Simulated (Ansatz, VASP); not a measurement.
Pt: VASP beside Ansatz

```
Pt
1.0
     0.00000    1.96090    1.96090
     1.96090    0.00000    1.96090
     1.96090    1.96090    0.00000
Pt
1
Direct
  0.00000 0.00000 0.00000
```

Alike in both runs: task single point; functional PBE; k mesh 18 × 18 × 18; occupations gaussian, width 0.1 eV; no spin polarisation.

|  | VASP | Ansatz |
| --- | --- | --- |
| version | VASP 6.6.1 | Ansatz 0.2.0 |
| potentials or method | VASP PAW PBE potentials, release 64 (Pt), cutoff 520 eV | scalar-relativistic, plane waves, PAW |
| valence electrons in the cell | 10 | 18 |

Ansatz gave:

```
gap on the k mesh at the Fermi level (eV) : none
pressure (GPa)                            : 10.1
```

Task: What did VASP give for the same quantities?

Result: gap on the k mesh at the Fermi level (eV): none; pressure (GPa): 9.5.

A gap of «none» marks a metal or a gap that the smearing closes. VASP's potentials hold 10 valence electrons a cell and Ansatz's 18, so a difference there can come from the potentials and not from the codes.

Spin-orbit coupling is off throughout.
